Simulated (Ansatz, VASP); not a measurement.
## One calculation of Sn, two programs

File INCAR:

```
PREC = Accurate
ENCUT = 520
EDIFF = 1E-6
ISMEAR = 0
SIGMA = 0.15
LREAL = F
LASPH = T
NELM = 60
ALGO = Fast
ISIF = 2
LWAVE = F
LCHARG = F
GGA = PS
NBANDS = 21
```

Contents of KPOINTS:

```
regular mesh
0
Gamma
  12 12 12
```

Contents of POSCAR:

```
Sn
1.0
    0.0000000000      3.1157760000      2.9859520000
    3.1157760000      0.0000000000      2.9859520000
    3.1157760000      3.1157760000      0.0000000000
Sn
2
Direct
    0.5000000000      0.5000000000      0.5000000000
    0.7500000000      0.7500000000      0.7500000000
```

Input for Ansatz:

```yaml
crystal:
  lattice:
    - [0.0, 3.115776, 2.985952]
    - [3.115776, 0.0, 2.985952]
    - [3.115776, 3.115776, 0.0]
  atoms:
    - { symbol: Sn, position: [0.5, 0.5, 0.5] }
    - { symbol: Sn, position: [0.75, 0.75, 0.75] }
basis:
  ecutwfc: 420
kpoints:
  mp_grid: { grid: [12, 12, 12] }
hamiltonian:
  xc: pbesol
scf:
  occupations: { method: gaussian, width: 0.15 }
output:
  forces: true
  stress: true
  eigenvalues: true
```

Change from the starting cell: strain -0.040 along x and y, -0.080 along z, atoms carried along.

Alike in both runs: task single point; functional PBEsol; k mesh 12 × 12 × 12; occupations gaussian, width 0.15 eV; no spin polarisation.

```csv
,VASP,Ansatz
version,VASP 6.6.1,Ansatz 0.2.0
potentials or method,"VASP PAW PBE potentials, release 64 (Sn_d), cutoff 520 eV","scalar-relativistic, plane waves, PAW"
valence electrons in the cell,28,28
```

Ansatz gave:

| Item | Value |
| --- | --- |
| gap on the k mesh at the Fermi level (eV) | none |
| pressure (GPa) | 12.2 |
| traceless stress, the component that is largest in VASP (GPa) | 0.64 |

Task: Estimate VASP's values.

Result: gap on the k mesh at the Fermi level (eV): none; pressure (GPa): 12.1; traceless stress, the component that is largest in VASP (GPa): 0.64.

VASP's potentials were made for PBE, not for PBEsol. A gap of «none» marks a metal or a gap that the smearing closes.
